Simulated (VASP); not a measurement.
# KI (Fm-3m) in VASP: a series of runs

The runs below take KI through dielectric tensor, electric field gradients, with PBE.

Program: VASP 6.6.1. These are calculated values, not measurements. Logs are shortened: lines on timing, memory, paths and dates and some standing lists are left out, and cuts for length are marked.

**1. The cell of the first run**

It takes space group Fm-3m (No. 225, cubic). The conventional cell has a = 7.066 Å, b = 7.066 Å, c = 7.066 Å, α = 90.00°, β = 90.00°, γ = 90.00°. Within 4.6 Å of K (site symmetry m-3m) lie 6 I at 3.53 Å. Within 4.6 Å of I (site symmetry m-3m) lie 6 K at 3.53 Å.

**2. Dielectric tensor, PBE**

The input, INCAR:

```
ALGO = Normal
EDIFF = 1E-8
ENCUT = 520
GGA = PE
ISIF = 2
ISMEAR = 0
LASPH = T
LCHARG = F
LEPSILON = T
LREAL = F
LWAVE = F
NELM = 60
PREC = Accurate
SIGMA = 0.01
```

The input, KPOINTS:

```
k-points
0
Gamma
  7 7 7
```

The input, POSCAR:

```
KI
1.0
    0.0000000000      3.5327750000      3.5327750000
    3.5327750000      0.0000000000      3.5327750000
    3.5327750000      3.5327750000      0.0000000000
K I
1 1
Direct
    0.0000000000      0.0000000000      0.0000000000
    0.5000000000      0.5000000000      0.5000000000
```

Potentials or basis: VASP PAW PBE potentials, release 64 (K_sv, I).

Started as:

```console
$ cat potpaw_PBE.64/K_sv/POTCAR potpaw_PBE.64/I/POTCAR > POTCAR
$ mpirun -np 1 vasp_std > vasp.out
```

OUTCAR:

```text
EDIFF = 1E-8
   ENCUT = 520
   GGA = PE
   ISIF = 2
   ISMEAR = 0
   LASPH = T
   LEPSILON = T
   LREAL = F
   NELM = 60
   PREC = Accurate

 ion  position               nearest neighbor table
   1  0.000  0.000  0.000-   2 3.53   2 3.53   2 3.53   2 3.53   2 3.53   2 3.53
   2  0.500  0.500  0.500-   1 3.53   1 3.53   1 3.53   1 3.53   1 3.53   1 3.53

  LATTYP: Found a face centered cubic cell.
 ALAT       =     7.0655500000

  Lattice vectors:

 A1 = (   0.0000000000,   3.5327750000,   3.5327750000)
 A2 = (   3.5327750000,   0.0000000000,   3.5327750000)
 A3 = (   3.5327750000,   3.5327750000,   0.0000000000)

Analysis of symmetry for initial positions (statically):
=====================================================================
 Subroutine PRICEL returns:
 Original cell was already a primitive cell.

 Routine SETGRP: Setting up the symmetry group for a
 face centered cubic supercell.

 Subroutine GETGRP returns: Found 48 space group operations
 (whereof 48 operations were pure point group operations)
 out of a pool of 48 trial point group operations.

The static configuration has the point symmetry O_h .

Analysis of symmetry for dynamics (positions and initial velocities):
=====================================================================
 Subroutine PRICEL returns:
 Original cell was already a primitive cell.

 Routine SETGRP: Setting up the symmetry group for a
 face centered cubic supercell.

 Subroutine GETGRP returns: Found 48 space group operations
 (whereof 48 operations were pure point group operations)
 out of a pool of 48 trial point group operations.

The dynamic configuration has the point symmetry O_h .

 Subroutine INISYM returns: Found 48 space group operations
 (whereof 48 operations are pure point group operations),
 and found     1 'primitive' translations

----------------------------------------------------------------------------------------

                                     Primitive cell

  volume of cell :      88.1816

  direct lattice vectors                    reciprocal lattice vectors
     0.000000000  3.532775000  3.532775000    -0.141531799  0.141531799  0.141531799
[... 446 lines left out ...]
     3.532775000  3.532775000  0.000000000     0.141531799  0.141531799 -0.141531799

 POSITION                                       TOTAL-FORCE (eV/Angst)
 -----------------------------------------------------------------------------------
      0.00000      0.00000      0.00000        -0.000000     -0.000000     -0.000000
      3.53277      3.53277      3.53277         0.000000      0.000000      0.000000
 -----------------------------------------------------------------------------------
    total drift:                                0.000000     -0.000000     -0.000000

  FREE ENERGIE OF THE ION-ELECTRON SYSTEM (eV)
  ---------------------------------------------------
  free  energy   TOTEN  =        -5.5563996468 eV

  energy  without entropy=       -5.5563996468  energy(sigma->0) =       -5.55639965

 HEAD OF MICROSCOPIC STATIC DIELECTRIC TENSOR (INDEPENDENT PARTICLE, excluding Hartree and local field effects)
 ------------------------------------------------------
           3.205573    -0.000000     0.000000
           0.000000     3.205573     0.000000
          -0.000000    -0.000000     3.205573
 ------------------------------------------------------

 Free energy of the ion-electron system (eV)
  ---------------------------------------------------
  ---------------------------------------------------
  free energy    TOTEN  =        -0.53597408 eV

  energy without entropy =       -0.53597408

------------------------ aborting loop because EDIFF is reached ----------------------------------------

--------------------------------------- Ionic step        2  -------------------------------------------

------------------------ aborting loop because EDIFF is reached ----------------------------------------

--------------------------------------- Ionic step        3  -------------------------------------------

 Free energy of the ion-electron system (eV)
  ---------------------------------------------------
  ---------------------------------------------------
  free energy    TOTEN  =        -0.53597354 eV

  energy without entropy =       -0.53597354

------------------------ aborting loop because EDIFF is reached ----------------------------------------

 PIEZOELECTRIC TENSOR FIELD DIRECTION 3  (e Angst)
 -----------------------------------------------------------------------------
    -0.00027  0.00000  0.00000           (  0.00001  0.00000  0.00000)
     0.00000 -0.00027 -0.00000           (  0.00000  0.00001  0.00000)
     0.00000 -0.00000 -0.00108           (  0.00000  0.00000  0.00001)

 PIEZOELECTRIC TENSOR FIELD DIRECTION 3  (C/m^2)
 -----------------------------------------------------------------------------
    -0.00005  0.00000  0.00000
     0.00000 -0.00005 -0.00000
     0.00000 -0.00000 -0.00020

 MACROSCOPIC STATIC DIELECTRIC TENSOR (including local field effects in DFT)
 ------------------------------------------------------
           2.873812    -0.000000    -0.000000
          -0.000000     2.873812     0.000000
           0.000000    -0.000000     2.873812
 ------------------------------------------------------

 PIEZOELECTRIC TENSOR (including local field effects)  for field in x, y, z        (e  Angst)
          XX          YY          ZZ          XY          YZ          ZX
  --------------------------------------------------------------------------------
  x     0.00000     0.00000     0.00000     0.00000     0.00000     0.00000
  y     0.00000     0.00000     0.00000     0.00000     0.00000     0.00000
  z     0.00000     0.00000     0.00000     0.00000     0.00000     0.00000

 PIEZOELECTRIC TENSOR (including local field effects)  for field in x, y, z        (C/m^2)
          XX          YY          ZZ          XY          YZ          ZX
  --------------------------------------------------------------------------------
  x     0.00000     0.00000     0.00000     0.00000     0.00000     0.00000
  y     0.00000     0.00000     0.00000     0.00000     0.00000     0.00000
  z     0.00000     0.00000     0.00000     0.00000     0.00000     0.00000

 BORN EFFECTIVE CHARGES (including local field effects) (in |e|, cummulative output)
 ---------------------------------------------------------------------------------
 ion    1
    1     1.14162     0.00000    -0.00000
    2     0.00000     1.14162     0.00000
    3     0.00000    -0.00000     1.14162
 ion    2
    1    -1.14162    -0.00000     0.00000
    2    -0.00000    -1.14162     0.00000
    3     0.00000     0.00000    -1.14162
```

OSZICAR:

```text
N       E                     dE             d eps       ncg     rms          rms(c)
[... 12 lines left out ...]
RMM:  11    -0.535980313053E+00   -0.72685E-05   -0.19945E-05  2208   0.625E-03    0.252E-03
RMM:  12    -0.535981386319E+00   -0.10733E-05    0.30831E-06  2270   0.350E-03    0.189E-04
RMM:  13    -0.535979144236E+00    0.22421E-05   -0.19892E-06  2380   0.165E-03    0.416E-04
RMM:  14    -0.535973891681E+00    0.52526E-05    0.21516E-06  2134   0.945E-04    0.140E-04
RMM:  15    -0.535975116693E+00   -0.12250E-05    0.50005E-07  2145   0.483E-04    0.425E-05
RMM:  16    -0.535974352718E+00    0.76397E-06    0.58671E-07  1707   0.288E-04    0.455E-05
RMM:  17    -0.535974035325E+00    0.31739E-06    0.14927E-07  1495   0.202E-04    0.240E-05
RMM:  18    -0.535973594627E+00    0.44070E-06    0.22579E-07  1294   0.166E-04    0.143E-05
RMM:  19    -0.535973536662E+00    0.57965E-07    0.50903E-08  1212   0.149E-04    0.659E-06
```

It took 7.7 min on 1 thread of Oxide Virtual Turin-like, shared host; peak memory 0.32 GiB.

Results:

```yaml
Band_gap_on_the_k_mesh: 3.96 eV
Electronic_dielectric_tensor_diagonal: 2.87
Born_charges_mean_of_the_diagonal: K +1.14; I -1.14 e
```

Electronic dielectric tensor:
```
2.87 0.00 0.00
0.00 2.87 0.00
0.00 0.00 2.87
```

Born effective charge tensors (e):
atom 1, K
```
1.14 0.00 0.00
0.00 1.14 0.00
0.00 0.00 1.14
```
atom 2, I
```
-1.14  0.00  0.00
 0.00 -1.14  0.00
 0.00  0.00 -1.14
```

Caveat: spin-orbit coupling is left out, which moves the levels of the heavy elements; an odd mesh through Γ misses points on the zone boundary, where band edges can lie.

**3. Electric field gradients, PBE**

This run uses another cell than the first one: it holds 16 atoms, not 2.

The input, INCAR:

```
SYSTEM = KI
PREC     = Accurate       ! precision mode
ENCUT    = 520            ! plane-wave cutoff, eV
EDIFF    = 1E-8           ! SCF threshold, eV
ISMEAR   = 0              ! smearing method
SIGMA    = 0.01           ! smearing width, eV
LREAL    = Auto         
LASPH    = .TRUE.         ! aspherical terms in the spheres
NELM     = 80             ! most SCF steps
ALGO     = Normal         ! electronic algorithm
ISIF     = 2              ! what is computed and relaxed
LWAVE    = .FALSE.        ! write WAVECAR
LCHARG   = .FALSE.        ! write CHGCAR
GGA      = PE             ! functional
LEFG     = .TRUE.       
NBANDS   = 78             ! bands
```

The input, KPOINTS:

```
regular mesh
0
G
  3 3 3
  0 0 0
```

The input, POSCAR:

```
KI
1.0
    0.0000000000      7.0655500000      7.0655500000
    7.0655500000      0.0000000000      7.0655500000
    7.0655500000      7.0655500000      0.0000000000
K I
8 8
Direct
    0.0000000000      0.0000000000      0.0000000000
    0.0000000000      0.0000000000      0.5000000000
    0.0000000000      0.5000000000      0.0000000000
    0.0000000000      0.5000000000      0.5000000000
    0.5000000000      0.0000000000      0.0000000000
    0.5000000000      0.0000000000      0.5000000000
    0.5000000000      0.5000000000      0.0000000000
    0.5000000000      0.5000000000      0.5000000000
    0.2500000000      0.2500000000      0.2500000000
    0.2500000000      0.2500000000      0.7500000000
    0.2500000000      0.7500000000      0.2500000000
    0.2500000000      0.7500000000      0.7500000000
    0.7500000000      0.2500000000      0.2500000000
    0.7500000000      0.2500000000      0.7500000000
    0.7500000000      0.7500000000      0.2500000000
    0.7500000000      0.7500000000      0.7500000000
```

Potentials or basis: VASP PAW PBE potentials, release 64 (K_sv, I).

Started as:

```console
$ cat potpaw_PBE.64/K_sv/POTCAR potpaw_PBE.64/I/POTCAR > POTCAR
$ mpirun -np 1 vasp_std > vasp.out
```

OUTCAR:

```text
SYSTEM = KI
   PREC = Accurate
   ENCUT = 520
   EDIFF = 1E-8
   ISMEAR = 0
   LREAL = Auto
   LASPH = .TRUE.
   NELM = 80
   ISIF = 2
   GGA = PE

 ion  position               nearest neighbor table
   1  0.000  0.000  0.000-  10 3.53  11 3.53  12 3.53  13 3.53  14 3.53  15 3.53
   2  0.000  0.000  0.500-   9 3.53  11 3.53  12 3.53  13 3.53  14 3.53  16 3.53
   3  0.000  0.500  0.000-   9 3.53  10 3.53  12 3.53  13 3.53  15 3.53  16 3.53
   4  0.000  0.500  0.500-   9 3.53  10 3.53  11 3.53  14 3.53  15 3.53  16 3.53
   5  0.500  0.000  0.000-   9 3.53  10 3.53  11 3.53  14 3.53  15 3.53  16 3.53
   6  0.500  0.000  0.500-   9 3.53  10 3.53  12 3.53  13 3.53  15 3.53  16 3.53
[... 8 lines left out ...]
  15  0.750  0.750  0.250-   1 3.53   3 3.53   4 3.53   5 3.53   6 3.53   8 3.53
  16  0.750  0.750  0.750-   2 3.53   3 3.53   4 3.53   5 3.53   6 3.53   7 3.53
[... 6 lines left out ...]
 A1 = (   0.0000000000,   7.0655500000,   7.0655500000)
 A2 = (   7.0655500000,   0.0000000000,   7.0655500000)
 A3 = (   7.0655500000,   7.0655500000,   0.0000000000)

Analysis of symmetry for initial positions (statically):
=====================================================================
 Subroutine PRICEL returns following result:

  LATTYP: Found a face centered cubic cell.
 ALAT       =     7.0655500000

  Lattice vectors:

 A1 = (   0.0000000000,   3.5327750000,   3.5327750000)
 A2 = (   3.5327750000,   0.0000000000,   3.5327750000)
 A3 = (   3.5327750000,   3.5327750000,   0.0000000000)

   8 primitive cells build up your supercell.

 Routine SETGRP: Setting up the symmetry group for a
 face centered cubic supercell.

 Subroutine GETGRP returns: Found 48 space group operations
 (whereof 48 operations were pure point group operations)
 out of a pool of 48 trial point group operations.

The static configuration has the point symmetry O_h .

[... 487 lines left out ...]
  volume of cell :      705.45
      direct lattice vectors                 reciprocal lattice vectors
     0.000000000  7.065550000  7.065550000    -0.070765899  0.070765899  0.070765899
     7.065550000  0.000000000  7.065550000     0.070765899 -0.070765899  0.070765899
     7.065550000  7.065550000  0.000000000     0.070765899  0.070765899 -0.070765899

 POSITION                                       TOTAL-FORCE (eV/Angst)
 -----------------------------------------------------------------------------------
      0.00000      0.00000      0.00000        -0.000000     -0.000000      0.000000
      3.53277      3.53277      0.00000         0.000000     -0.000000      0.000000
      3.53277      0.00000      3.53277        -0.000000     -0.000000      0.000000
      7.06555      3.53277      3.53277        -0.000000      0.000000     -0.000000
      0.00000      3.53277      3.53277        -0.000000      0.000000     -0.000000
      3.53277      7.06555      3.53277        -0.000000     -0.000000     -0.000000
[... 8 lines left out ...]
      7.06555      7.06555     10.59832         0.000000     -0.000000      0.000000
     10.59832     10.59832     10.59832        -0.000000     -0.000000     -0.000000
 -----------------------------------------------------------------------------------
    total drift:                                0.000000      0.000000      0.000000

  FREE ENERGIE OF THE ION-ELECTRON SYSTEM (eV)
  ---------------------------------------------------
  free  energy   TOTEN  =       -44.4493318828 eV

  energy  without entropy=      -44.4493318828  energy(sigma->0) =      -44.44933188

 Electric field gradients (V/A^2)
---------------------------------------------------------------------
 ion       V_xx      V_yy      V_zz      V_xy      V_xz      V_yz
---------------------------------------------------------------------
   1      -0.000     0.000    -0.000    -0.000    -0.000    -0.000
   2      -0.000     0.000     0.000    -0.000    -0.000    -0.000
   3      -0.000     0.000     0.000    -0.000    -0.000    -0.000
   4      -0.000     0.000     0.000    -0.000    -0.000    -0.000
   5      -0.000     0.000     0.000    -0.000    -0.000    -0.000
   6      -0.000     0.000     0.000    -0.000    -0.000    -0.000
[... 8 lines left out ...]
  15       0.000    -0.000     0.000    -0.000    -0.000    -0.000
  16       0.000    -0.000     0.000    -0.000    -0.000    -0.000
---------------------------------------------------------------------

 Electric field gradients after diagonalization (V/A^2)
 (convention: |V_zz| > |V_xx| > |V_yy|)
----------------------------------------------------------------------
 ion       V_xx      V_yy      V_zz     asymmetry (V_yy - V_xx)/ V_zz
----------------------------------------------------------------------
   1       0.000     0.000    -0.001       0.000
   2       0.000     0.000    -0.001       0.000
   3       0.000     0.000    -0.001       0.000
   4       0.000     0.000    -0.001       0.000
   5       0.000     0.000    -0.001       0.000
   6       0.000     0.000    -0.001       0.000
[... 8 lines left out ...]
  15       0.000     0.000    -0.000       0.000
  16       0.000     0.000    -0.000       0.000
----------------------------------------------------------------------

           NMR quadrupolar parameters

 Cq : quadrupolar parameter    Cq=e*Q*V_zz/h
 eta: asymmetry parameters     (V_yy - V_xx)/ V_zz
 Q  : nuclear electric quadrupole moment in mb (millibarn)
----------------------------------------------------------------------
 ion       Cq(MHz)       eta       Q (mb)
----------------------------------------------------------------------
   1      -0.000       0.000       1.000
   2      -0.000       0.000       1.000
   3      -0.000       0.000       1.000
   4      -0.000       0.000       1.000
   5      -0.000       0.000       1.000
   6      -0.000       0.000       1.000
[... 8 lines left out ...]
  15      -0.000       0.000       1.000
  16      -0.000       0.000       1.000
----------------------------------------------------------------------
```

It took 8.2 min on 1 thread of Oxide Virtual Turin-like, shared host; peak memory 0.93 GiB.

What came out:

```
Free energy                             : -44.4493 eV
Pressure                                : 0.6 GPa
Band gap on the k mesh                  : 3.96 eV
Largest electric field gradient by atom : under 0.05 V/Å² on every atom
```

Caveat: spin-orbit coupling is left out, which moves the levels of the heavy elements.
